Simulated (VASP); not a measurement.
# TiN (Fm-3m) in VASP: notebook, part 2 of 2

VASP 6.6.1. Earlier steps stand in the parts before.

### Step 4. Electric field gradients, PBEsol (volume scaled by 0.99)

File INCAR:

```
SYSTEM = TiN
PREC = Accurate
ENCUT = 520
EDIFF = 1E-8
ISMEAR = -1
SIGMA = 0.05
LREAL = .False.
LASPH = .True.
NELM = 100
ALGO = Normal
ISIF = 2
LWAVE = .False.
LCHARG = .False.
GGA = PS
LEFG = .True.
NBANDS = 16
```

File KPOINTS:

```
regular mesh
0
Gamma
  17 17 17
  0 0 0
```

File POSCAR:

```
TiN
1.0
    0.0000000000      2.1149029570      2.1149029570
    2.1149029570      0.0000000000      2.1149029570
    2.1149029570      2.1149029570      0.0000000000
Ti N
1 1
Direct
    0.0000000000      0.0000000000      0.0000000000
    0.5000000000      0.5000000000      0.5000000000
```

Potentials or basis: VASP PAW PBE potentials, release 64 (Ti_sv, N).

Command:

```console
$ cat potpaw_PBE.64/Ti_sv/POTCAR potpaw_PBE.64/N/POTCAR > POTCAR
$ mpirun -np 1 vasp_std > vasp.out
```

OUTCAR:

```text
SYSTEM = TiN
   PREC = Accurate
   ENCUT = 520
   EDIFF = 1E-8
   ISMEAR = -1
   LREAL = .False.
   LASPH = .True.
   NELM = 100
   ISIF = 2
   GGA = PS

 ion  position               nearest neighbor table
   1  0.000  0.000  0.000-   2 2.11   2 2.11   2 2.11   2 2.11   2 2.11   2 2.11
   2  0.500  0.500  0.500-   1 2.11   1 2.11   1 2.11   1 2.11   1 2.11   1 2.11

  LATTYP: Found a face centered cubic cell.
 ALAT       =     4.2298059140

  Lattice vectors:

 A1 = (   0.0000000000,   2.1149029570,   2.1149029570)
 A2 = (   2.1149029570,   0.0000000000,   2.1149029570)
 A3 = (   2.1149029570,   2.1149029570,   0.0000000000)

Analysis of symmetry for initial positions (statically):
=====================================================================
 Subroutine PRICEL returns:
 Original cell was already a primitive cell.

 Routine SETGRP: Setting up the symmetry group for a
 face centered cubic supercell.

 Subroutine GETGRP returns: Found 48 space group operations
 (whereof 48 operations were pure point group operations)
 out of a pool of 48 trial point group operations.

The static configuration has the point symmetry O_h .

Analysis of symmetry for dynamics (positions and initial velocities):
=====================================================================
 Subroutine PRICEL returns:
 Original cell was already a primitive cell.

 Routine SETGRP: Setting up the symmetry group for a
 face centered cubic supercell.

 Subroutine GETGRP returns: Found 48 space group operations
 (whereof 48 operations were pure point group operations)
 out of a pool of 48 trial point group operations.

[... 159 lines left out ...]
      4     -22.2462      2.00000
      5      -5.6672      2.00000
      6       9.3961      2.00000
[... 433 lines left out ...]
      3     -22.2750      2.00000
      4     -22.2503      2.00000
      5      -5.2468      2.00000
      6       7.5571      2.00000
[... 8 lines left out ...]
     15      24.7015      0.00000
     16      29.9071      0.00000

 [... further k-points ...]

------------------------ aborting loop because EDIFF is reached ----------------------------------------

  FORCE on cell =-STRESS in cart. coord.  units (eV):
  Direction    XX          YY          ZZ          XY          YZ          ZX
  --------------------------------------------------------------------------------------
  -------------------------------------------------------------------------------------
  Total       -0.5697558     -0.5697558     -0.5697558      0.0000000     -0.0000000      0.0000000
  in kB      -48.2500763    -48.2500763    -48.2500763      0.0000000     -0.0000000      0.0000000
  external PRESSURE =     -48.2500763 kB  Pullay stress =       0.0000000 kB

 VOLUME and BASIS-vectors are now :
 -----------------------------------------------------------------------------
  energy-cutoff  :      520.00
  volume of cell :       18.92
      direct lattice vectors                 reciprocal lattice vectors
     0.000000000  2.114902957  2.114902957    -0.236417467  0.236417467  0.236417467
     2.114902957  0.000000000  2.114902957     0.236417467 -0.236417467  0.236417467
     2.114902957  2.114902957  0.000000000     0.236417467  0.236417467 -0.236417467

 POSITION                                       TOTAL-FORCE (eV/Angst)
 -----------------------------------------------------------------------------------
      0.00000      0.00000      0.00000        -0.000000     -0.000000     -0.000000
      2.11490      2.11490      2.11490         0.000000      0.000000      0.000000
 -----------------------------------------------------------------------------------
    total drift:                                0.000000     -0.000000     -0.000000

  FREE ENERGIE OF THE ION-ELECTRON SYSTEM (eV)
  ---------------------------------------------------
  free  energy   TOTEN  =       -20.7797228615 eV

  energy  without entropy=      -20.7731419766  energy(sigma->0) =      -20.77643242

 Electric field gradients (V/A^2)
---------------------------------------------------------------------
 ion       V_xx      V_yy      V_zz      V_xy      V_xz      V_yz
---------------------------------------------------------------------
   1      -0.000     0.000    -0.000     0.001     0.001     0.001
   2      -0.000    -0.000    -0.000    -0.001    -0.001    -0.001
---------------------------------------------------------------------

 Electric field gradients after diagonalization (V/A^2)
 (convention: |V_zz| > |V_xx| > |V_yy|)
----------------------------------------------------------------------
 ion       V_xx      V_yy      V_zz     asymmetry (V_yy - V_xx)/ V_zz
----------------------------------------------------------------------
   1      -0.001    -0.001     0.002       0.000
   2       0.001     0.001    -0.001       0.000
----------------------------------------------------------------------

           NMR quadrupolar parameters

 Cq : quadrupolar parameter    Cq=e*Q*V_zz/h
 eta: asymmetry parameters     (V_yy - V_xx)/ V_zz
 Q  : nuclear electric quadrupole moment in mb (millibarn)
----------------------------------------------------------------------
 ion       Cq(MHz)       eta       Q (mb)
----------------------------------------------------------------------
   1       0.000       0.000       1.000
   2      -0.000       0.000       1.000
----------------------------------------------------------------------
```

Run time: 39 s. Hardware: 1 thread of AMD EPYC 9R45 (Zen 5), shared host; peak memory 0.14 GiB.

What came out:

```
Free energy : -20.7797 eV
Pressure    : -4.8 GPa
```

Caveat: without QUAD_EFG the Cq values of the log hold for a quadrupole moment of 1 mb, not for the nuclei; the PAW data sets were made with another functional, which shifts forces and pressure a little.
